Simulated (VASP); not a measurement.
The system is MgC2.

```
CELL_PARAMETERS angstrom
3.95078 0.00000 0.00000
0.00000 3.95078 0.00000
0.00000 0.00000 4.98709
ATOMIC_POSITIONS crystal
Mg 0.50000 0.50000 0.00000
Mg 0.00000 0.00000 0.50000
C 0.88765 0.88765 0.00000
C 0.61235 0.38766 0.50000
C 0.11235 0.11235 0.00000
C 0.38766 0.61235 0.50000
```

Base run:

| Property | Result |
| --- | --- |
| Program | VASP 6.6.1 |
| Functional | r2SCAN |
| Potentials or basis | VASP PAW PBE potentials, release 64 (Mg, C) |
| Cutoff | 520 eV |
| k mesh | 5 × 5 × 4, shifted |
| Occupations | gaussian, width 0.01 eV |
| Spin | no spin polarisation |

Its results: band gap on the k mesh 3.10 eV (least direct gap 3.33 eV); pressure -2.5 GPa; largest force 0.559 eV/Å.

Question: The run is repeated on the same cell with these changes: functional from r2SCAN to PBEsol. What comes out?

Answer: Band gap on the k mesh 2.63 eV (least direct gap 2.96 eV); pressure -2.2 GPa; largest force 0.107 eV/Å.

Caveats: the PAW data sets were made with another functional, which shifts forces and pressure a little; a shifted mesh leaves out Γ, where band edges can lie.

A k mesh can miss the band edges.
